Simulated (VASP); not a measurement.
# Ta (Im-3m) in VASP: notebook

Runs on Ta. Level: PBE. Tasks: single point, relaxation of cell and atoms.

All numbers are computed with VASP 6.6.1; they aren't measurements. Logs are shortened: lines on timing, memory, paths and dates and some standing lists are left out, and cuts for length are marked.

## (1) The cell of the first run

Symmetry: Im-3m, No. 229, cubic system. Conventional cell: a = 3.321 Å, b = 3.321 Å, c = 3.321 Å, α = 90.00°, β = 90.00°, γ = 90.00°. Within 3.8 Å of Ta (site symmetry m-3m) lie 14 Ta at 2.88 to 3.32 Å.

## (2) Single point, PBE

Input file INCAR:

```
  ALGO = Normal
  EDIFF = 1E-6
  ENCUT = 520
  GGA = PE
  ISIF = 2
  ISMEAR = 1
  LASPH = True
  LCHARG = False
  LREAL = False
  LWAVE = False
  NBANDS = 12
  NELM = 80
  PREC = Accurate
  SIGMA = 0.1
```

Input file KPOINTS:

```
k-points
0
Gamma
  16 16 16
```

Input file POSCAR:

```
Ta
1.0
   -1.6603688882      1.6603688882      1.6603688882
    1.6603688882     -1.6603688882      1.6603688882
    1.6603688882      1.6603688882     -1.6603688882
Ta
1
Direct
    0.0000000000      0.0000000000      0.0000000000
```

Potentials or basis: VASP PAW PBE potentials, release 64 (Ta_pv).

On the command line:

```console
$ cat potpaw_PBE.64/Ta_pv/POTCAR > POTCAR
$ mpirun -np 1 vasp_std > vasp.out
```

OUTCAR:

```text
EDIFF = 1E-6
   ENCUT = 520
   GGA = PE
   ISIF = 2
   ISMEAR = 1
   LASPH = True
   LREAL = False
   NELM = 80
   PREC = Accurate

 ion  position               nearest neighbor table
   1  0.000  0.000  0.000-

  LATTYP: Found a body centered cubic cell.
 ALAT       =     3.3207377764

  Lattice vectors:

 A1 = (  -1.6603688882,   1.6603688882,   1.6603688882)
 A2 = (   1.6603688882,  -1.6603688882,   1.6603688882)
 A3 = (   1.6603688882,   1.6603688882,  -1.6603688882)

Analysis of symmetry for initial positions (statically):
=====================================================================
 Subroutine PRICEL returns:
 Original cell was already a primitive cell.

 Routine SETGRP: Setting up the symmetry group for a
 body centered cubic supercell.

 Subroutine GETGRP returns: Found 48 space group operations
 (whereof 48 operations were pure point group operations)
 out of a pool of 48 trial point group operations.

The static configuration has the point symmetry O_h .

Analysis of symmetry for dynamics (positions and initial velocities):
=====================================================================
 Subroutine PRICEL returns:
 Original cell was already a primitive cell.

 Routine SETGRP: Setting up the symmetry group for a
 body centered cubic supercell.

 Subroutine GETGRP returns: Found 48 space group operations
 (whereof 48 operations were pure point group operations)
 out of a pool of 48 trial point group operations.

The dynamic configuration has the point symmetry O_h .

 Subroutine INISYM returns: Found 48 space group operations
 (whereof 48 operations are pure point group operations),
 and found     1 'primitive' translations

----------------------------------------------------------------------------------------

                                     Primitive cell

  volume of cell :      18.3094

  direct lattice vectors                    reciprocal lattice vectors
    -1.660368888  1.660368888  1.660368888     0.000000000  0.301137900  0.301137900
     1.660368888 -1.660368888  1.660368888     0.301137900  0.000000000  0.301137900
     1.660368888  1.660368888 -1.660368888     0.301137900  0.301137900  0.000000000

  length of vectors
     2.875843274  2.875843274  2.875843274     0.425873302  0.425873302  0.425873302
[... 78 lines left out ...]
   NELM   =     80;   NELMIN=  2; NELMDL= -5     # of ELM steps
   EDIFF  = 0.1E-05   stopping-criterion for ELM
   LREAL  =      F    real-space projection
   EDIFFG = 0.1E-04   stopping-criterion for IOM
   NSW    =      0    number of steps for IOM
   IBRION =     -1    ionic relax: 0-MD 1-quasi-New 2-CG
   NFREE  =      0    steps in history (QN), initial steepest desc. (CG)
   ISIF   =      2    stress and relaxation
   ISYM   =      2    0-nonsym 1-usesym 2-fastsym
   POTIM  = 0.5000    time-step for ionic-motion
   TEBEG  =    0.0;   TEEND  =   0.0 temperature during run
   PSTRESS=    0.0 pullay stress
   NELECT =      11.0000    total number of electrons
   NUPDOWN=      -1.0000    fix difference up-down
   EMIN   =  10.00;   EMAX   =-10.00  energy-range for DOS
   EFERMI =   0.00;   METHOD = LEGACY
   ISMEAR =     1;   SIGMA  =   0.10  broadening in eV -4-tet -1-fermi 0-gaus
   EFERMI_NEDOS =   21; number of points for ismear=-14 and -15
   IALGO  =     38    algorithm
   IMIX   =      4    mixing-type and parameters
     AMIX     =   0.40;   BMIX     =  1.00
     AMIX_MAG =   1.60;   BMIX_MAG =  1.00
  volume/ion in A,a.u.               =      18.31       123.56
  Fermi-wavevector in a.u.,A,eV,Ry     =   1.381384  2.610438 25.962940  1.908222
  Thomas-Fermi vector in A             =   2.506173
   LORBIT       =      0    0 simple, 1 ext, 2 COOP (PROOUT), +10 PAW based schemes
   GGA     = PE    functional components
   LHFCALC =     F    Hartree Fock is set to
   AEXX    =    0.0000 exact exchange contribution
   IVDW    =     0    specifies the selected vdW correction
   LEPSILON=     F    determine dielectric tensor
   LRPA    =     F    only Hartree local field effects (RPA)
 non-spin polarized calculation
 Methfessel and Paxton  Order N= 1 SIGMA  =   0.10
  energy-cutoff  :      520.00
  volume of cell :       18.31
 maximum number of plane-waves:       531
 NGX is ok and might be reduce to    24
   NGX = 11   NGY = 11   NGZ = 11

 number of electron      11.0000000 magnetization

 Free energy of the ion-electron system (eV)
  ---------------------------------------------------
  ext. energy  EPLUGINS =         0.00000000
  ---------------------------------------------------
  free energy    TOTEN  =       -11.80900874 eV

  energy without entropy =      -11.80873682  energy(sigma->0) =      -11.80891810

 E-fermi :   5.3327     XC(G=0): -12.5357

 val. band max:        5.3133483359   @ k =   0.3125   0.0625   0.0625
 cond. band min:       5.3384703223   @ k =  -0.1875   0.2500   0.1250
 fundamental gap:      0.0251219865
 Fermi energy:         5.3327233556

 k-point     1 :       0.0000    0.0000    0.0000
  band No.  band energies     occupation
      1     -27.7906      2.00000
      2     -27.7906      2.00000
      3     -27.7906      2.00000
      4      -2.4987      2.00000
      5       6.0842     -0.00000
      6       6.0842     -0.00000
      7       6.0842     -0.00000
      8       9.3000      0.00000
      9       9.3000      0.00000
     10      19.9835      0.00000
     11      20.2886      0.00000
     12      20.2886      0.00000
[... 331 lines left out ...]
 k-point    24 :       0.2500    0.1875    0.0000
  band No.  band energies     occupation
      1     -28.6651      2.00000
      2     -28.1528      2.00000
      3     -27.8864      2.00000
      4       1.6837      2.00000
      5       4.1304      2.00000
      6       4.7574      2.00000
      7       8.6560      0.00000
      8      10.1151      0.00000
      9      11.9621      0.00000
     10      17.9557      0.00000
     11      19.9887      0.00000
     12      20.7257      0.00000

 [... further k-points ...]
[... 5 lines left out ...]
  --------------------------------------------------------------------------------------
  -------------------------------------------------------------------------------------
  Total        0.0080504      0.0080504      0.0080504     -0.0000000      0.0000000      0.0000000
  in kB        0.7044580      0.7044580      0.7044580     -0.0000000      0.0000000      0.0000000
  external PRESSURE =       0.7044580 kB  Pullay stress =       0.0000000 kB

 VOLUME and BASIS-vectors are now :
 -----------------------------------------------------------------------------
  energy-cutoff  :      520.00
  volume of cell :       18.31
      direct lattice vectors                 reciprocal lattice vectors
    -1.660368888  1.660368888  1.660368888     0.000000000  0.301137900  0.301137900
     1.660368888 -1.660368888  1.660368888     0.301137900  0.000000000  0.301137900
     1.660368888  1.660368888 -1.660368888     0.301137900  0.301137900  0.000000000

 POSITION                                       TOTAL-FORCE (eV/Angst)
 -----------------------------------------------------------------------------------
      0.00000      0.00000      0.00000         0.000000      0.000000     -0.000000
 -----------------------------------------------------------------------------------
    total drift:                               -0.000000      0.000000      0.000000

  FREE ENERGIE OF THE ION-ELECTRON SYSTEM (eV)
  ---------------------------------------------------
  free  energy   TOTEN  =       -11.8090087434 eV

  energy  without entropy=      -11.8087368189  energy(sigma->0) =      -11.80891810
```

Wall time 14 s (1 thread of Intel Xeon Platinum 8375C at 2.90GHz (Ice Lake), shared host); peak memory 0.16 GiB.

Results:

```
Free energy : -11.8090 eV
Pressure    : 0.1 GPa
```

Caveat: spin-orbit coupling is left out, which moves the levels of the heavy elements.

## (3) Relaxation of cell and atoms, PBE

This run uses another cell than the first one, of 18.13 Å³/atom, 0.990 times its volume.

Input file INCAR:

```
SYSTEM = Ta
ALGO = Normal
EDIFF = 1E-7
EDIFFG = -0.005
ENCUT = 600
GGA = PE
IBRION = 2
ISIF = 3
ISMEAR = 1
LASPH = .True.
LCHARG = .False.
LREAL = .False.
LWAVE = .False.
NELM = 60
NSW = 80
PREC = Accurate
SIGMA = 0.1
```

Input file KPOINTS:

```
k-points
0
Gamma
  16 16 16
  0 0 0
```

Input file POSCAR:

```
Ta
1.0
   -1.6549278000      1.6549278000      1.6549278000
    1.6549278000     -1.6549278000      1.6549278000
    1.6549278000      1.6549278000     -1.6549278000
Ta
1
Direct
    0.0000000000      0.0000000000      0.0000000000
```

Potentials or basis: VASP PAW PBE potentials, release 64 (Ta_pv).

On the command line:

```console
$ cat potpaw_PBE.64/Ta_pv/POTCAR > POTCAR
$ mpirun -np 1 vasp_std > vasp.out
```

Wall time 48 s (1 thread of Intel Xeon Platinum 8375C at 2.90GHz (Ice Lake), shared host); peak memory 0.18 GiB.

The run converged. Its results:

```
Free energy                            : -11.8092 eV
Relaxed volume                         : 18.32 Å³/atom
Relaxed cell                           : a = 2.876 Å, b = 2.876 Å, c = 2.876 Å, α = 109.47°, β = 109.47°, γ = 109.47°
Space group after relaxing (to 0.05 Å) : Im-3m (No. 229)
Energy gained by relaxing              : 1.2 meV/atom
Ionic steps                            : 3
Pressure after relaxing                : 0.0 GPa
```

The path:
```
step  energy change (eV)  largest force (eV/Å)  pressure (GPa)  volume (Å³)
   1              0.0000                0.0000            2.05        18.13
   2              0.0047                0.0000           -4.31        18.75
   3             -0.0012                0.0000           -0.01        18.32
```

Final structure:
```
Ta
1.0
    -1.66065    1.66065    1.66065
     1.66065   -1.66065    1.66065
     1.66065    1.66065   -1.66065
Ta
1
Cartesian
  0.0000 0.0000 0.0000
```

Levels at points of the mesh, in eV from the Fermi level:
```tsv
k point	band 3	band 4	band 5	band 6	band 7	band 8
(0.00, 0.00, 0.00)	-33.13	-7.83	0.75	0.75	0.75	3.97
(0.50, 0.00, 0.00)	-33.13	-4.28	-1.47	1.53	3.84	4.84
(0.50, 0.50, 0.50)	-33.90	-3.68	-3.68	6.71	6.71	6.71
```

Caveat: spin-orbit coupling is left out, which moves the levels of the heavy elements.
